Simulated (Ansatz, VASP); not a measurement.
## Two plane-wave programs on EuRe3

Contents of INCAR:

```
PREC     = Accurate       # precision mode
ENCUT    = 520            # plane-wave cutoff, eV
EDIFF    = 1E-7           # SCF threshold, eV
ISMEAR   = 0              # smearing method
SIGMA    = 0.05           # smearing width, eV
LREAL    = False          # projectors in reciprocal space
LASPH    = True           # aspherical terms in the spheres
NELM     = 150            # most SCF steps
ALGO     = Normal         # electronic algorithm
ISIF     = 2              # what is computed and relaxed
LWAVE    = False          # write WAVECAR
LCHARG   = True           # write CHGCAR
ISPIN    = 2              # spin polarisation
MAGMOM   = 6.77 0 0 0     # initial moments
LORBIT   = 11             # projections on sites
LMAXMIX  = 6              # l up to which the mixer works
GGA      = PS             # functional
LELF     = True           # ELF
LVHAR    = True         
NBANDS   = 31             # bands
```

The input KPOINTS:

```
Automatic mesh
0
Gamma
  8 8 8
```

File POSCAR:

```
EuRe3
1.0
    4.0640769026      0.0000000000      0.0000000000
    0.0000000000      4.0640769026      0.0000000000
    0.0000000000      0.0000000000      4.0640769026
Eu Re
1 3
Direct
    0.0000000000      0.0000000000      0.0000000000
    0.0000000000      0.5000000000      0.5000000000
    0.5000000000      0.5000000000      0.0000000000
    0.5000000000      0.0000000000      0.5000000000
```

Input for Ansatz:

```yaml
crystal:
  lattice:
    - [4.0640769026, 0.0, 0.0]
    - [0.0, 4.0640769026, 0.0]
    - [0.0, 0.0, 4.0640769026]
  atoms:
    - { symbol: Eu, position: [0.0, 0.0, 0.0], spin: 6.77 }
    - { symbol: Re, position: [0.0, 0.5, 0.5] }
    - { symbol: Re, position: [0.5, 0.5, 0.0] }
    - { symbol: Re, position: [0.5, 0.0, 0.5] }
basis:
  ecutwfc: 420
  ecutrho_ratio: 4
kpoints:
  mp_grid: { grid: [8, 8, 8] }
  band_path:
    path:
      - [[0.0, 0.0, 0.0], [0.0, 0.5, 0.0], [0.5, 0.5, 0.0], [0.0, 0.0, 0.0], [0.5, 0.5, 0.5], [0.0, 0.5, 0.0]]
      - [[0.5, 0.5, 0.5], [0.5, 0.5, 0.0]]
    npoints: 14
hamiltonian:
  xc: pbesol
scf:
  occupations: { method: gaussian, width: 0.05 }
  lower_state_search: "off"
output:
  forces: true
  stress: true
  eigenvalues: true
  populations: true
  hubbard: { sites: [{ species: Eu, l: f }] }
  dos: { projected: true, de: 0.02, nscf_kmesh: { grid: [12, 12, 12] } }
  bader: false
magnetization:
  spin_polarized: true
checkpoint:
  read: start.run
  write: ck
  compress: false
  write_wavefunctions: false
  write_every: 100000
```

Alike in both runs: task single point; functional PBEsol; k mesh 8 × 8 × 8; occupations gaussian, width 0.05 eV; collinear spin.

```csv
,VASP,Ansatz
version,VASP 6.6.1,Ansatz 0.2.0
potentials or method,"VASP PAW PBE potentials, release 64 (Eu, Re), cutoff 520 eV","scalar-relativistic, plane waves, PAW"
valence electrons in the cell,38,62
```

```tsv
	VASP	Ansatz	Ansatz less VASP
pressure (GPa)	0.4	0.0	-0.42
net moment per atom (μB)	1.49	1.49	-0.002
size of the moment on the site where the two differ most (μB)	6.11	6.16	+0.045
```

VASP's potentials were made for PBE, not for PBEsol. Site moments also hang on the region over which each program counts them. VASP's potentials hold 38 valence electrons a cell and Ansatz's 62, so a difference there can come from the potentials and not from the codes.

Neither program's run includes spin-orbit coupling.
